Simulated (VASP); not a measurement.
CaB12: single point with PBE

The system is CaB12.

```
CELL_PARAMETERS angstrom
-2.48261 2.48261 2.48261
2.48261 -2.48261 2.48261
2.48261 2.48261 -2.48261
ATOMIC_POSITIONS crystal
Ca 0.00000 0.00000 0.00000
B 0.55703 0.77851 0.77851
B 0.00000 0.77851 0.22149
B 0.00000 0.22149 0.77851
B 0.44297 0.22149 0.22149
B 0.77851 0.55703 0.77851
B 0.22149 0.00000 0.77851
B 0.77851 0.00000 0.22149
B 0.22149 0.44297 0.22149
B 0.77851 0.77851 0.55703
B 0.77851 0.22149 0.00000
B 0.22149 0.77851 0.00000
B 0.22149 0.22149 0.44297
```

```
Program                : VASP 6.6.1
Task                   : single point
Functional             : PBE
Potentials or basis    : VASP PAW PBE potentials, release 64 (Ca_sv, B)
Cutoff                 : 520 eV
k mesh                 : 6 × 6 × 6
Occupations            : gaussian, width 0.1 eV
Spin                   : no spin polarisation
Dipole correction      : no
Further INCAR settings : ALGO = Normal; EDIFF = 1e-06; NBANDS = 35
```

| Quantity | Value |
| --- | --- |
| Pressure | 369.3 GPa |
| Largest force | 19.729 eV/Å |
| Band gap on the k mesh | zero (band 23 reaches 12.89 eV, above the bottom of band 24 at 9.93 eV) |

Forces in eV/Å, atoms in the order of the input:
```
Ca    0.000   0.000   0.000
B     0.000 -13.951 -13.951
B     0.000  13.951 -13.951
B     0.000 -13.951  13.951
B     0.000  13.951  13.951
B   -13.951   0.000 -13.951
B   -13.951   0.000  13.951
B    13.951   0.000 -13.951
B    13.951   0.000  13.951
B   -13.951 -13.951   0.000
B    13.951 -13.951   0.000
B   -13.951  13.951   0.000
B    13.951  13.951   0.000
```

Levels at points of the mesh, in eV from the Fermi level:
```tsv
k point	band 19	band 20	band 21	band 22	band 23	band 24	band 25	band 26	band 27	band 28
(0.00, 0.00, 0.00)	-3.28	-3.28	-3.28	-2.44	-2.44	-2.44	1.24	1.24	4.22	4.22
(0.50, 0.00, 0.00)	-3.12	-3.09	-1.31	-0.99	-0.74	-0.71	-0.55	0.65	4.63	5.13
(0.50, 0.50, 0.50)	-4.82	-0.85	-0.85	-0.85	-0.17	-0.17	-0.17	2.97	2.97	2.97
```

It took 19 s on 1 thread of Intel(R) Xeon(R) 6975P-C (Granite Rapids), with other jobs on the host, peak memory 0.18 GiB.

Caveat: forces of over 1 eV/Å act on the atoms, so gaps and moduli don't describe the material at rest.
